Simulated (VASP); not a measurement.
Input of a VASP 6.6.1 run:

File INCAR:

```
SYSTEM = Co
PREC = Accurate ; ENCUT = 600
EDIFF = 1E-6 ; ISMEAR = -1
SIGMA = 0.1 ; LREAL = .FALSE.
LASPH = .TRUE. ; NELM = 100
ALGO = Normal ; ISIF = 3
LWAVE = .FALSE. ; LCHARG = .FALSE.
GGA = PS ; IBRION = 2
NSW = 80 ; EDIFFG = -0.01
```

KPOINTS

```
regular mesh
0
G
  6 6 6
  0 0 0
```

Contents of POSCAR:

```
Co
1.0
    4.4578576470      0.0000000000      0.0000000000
    0.0000000000      4.4578576470      0.0000000000
    0.0000000000      0.0000000000      4.4578576470
Co
8
Direct
    0.0000000000      0.0000000000      0.0000000000
    0.5000000000      0.5000000000      0.5000000000
    0.2500000000      0.0000000000      0.5000000000
    0.7500000000      0.0000000000      0.5000000000
    0.5000000000      0.2500000000      0.0000000000
    0.5000000000      0.7500000000      0.0000000000
    0.0000000000      0.5000000000      0.2500000000
    0.0000000000      0.5000000000      0.7500000000
```

Potentials or basis: VASP PAW PBE potentials, release 64 (Co).

The run is started by

```bash
$ cat potpaw_PBE.64/Co/POTCAR > POTCAR
$ mpirun -np 1 vasp_std > vasp.out
```

Predict the band gap on the k mesh.

zero (bands 36 and 37 overlap by 0.24 eV).

What does it give for the relaxed cell?

a = 4.329 Å, b = 4.329 Å, c = 4.329 Å, α = 90.00°, β = 90.00°, γ = 90.00°.

What does it give for the relaxed volume?

10.14 Å³/atom.

What does it give for the space group after relaxing (to 0.1 Å)?

Pm-3n (No. 223).

Final structure:
```yaml
crystal:
  lattice:
    - [4.32899, 0.00000, 0.00000]
    - [0.00000, 4.32899, 0.00000]
    - [0.00000, 0.00000, 4.32899]
  atoms:
    - { symbol: Co, position: [0.00000, 0.00000, 0.00000] }
    - { symbol: Co, position: [0.50000, 0.50000, 0.50000] }
    - { symbol: Co, position: [0.25000, 0.00000, 0.50000] }
    - { symbol: Co, position: [0.75000, 0.00000, 0.50000] }
    - { symbol: Co, position: [0.50000, 0.25000, 0.00000] }
    - { symbol: Co, position: [0.50000, 0.75000, 0.00000] }
    - { symbol: Co, position: [0.00000, 0.50000, 0.25000] }
    - { symbol: Co, position: [0.00000, 0.50000, 0.75000] }
```

Caveat: the PAW data sets were made with another functional, which shifts forces and pressure a little; the run has no spin polarisation, though such a crystal can be magnetic. Spin polarisation is off, so any magnetic state and its effect on volume and gap are missing.
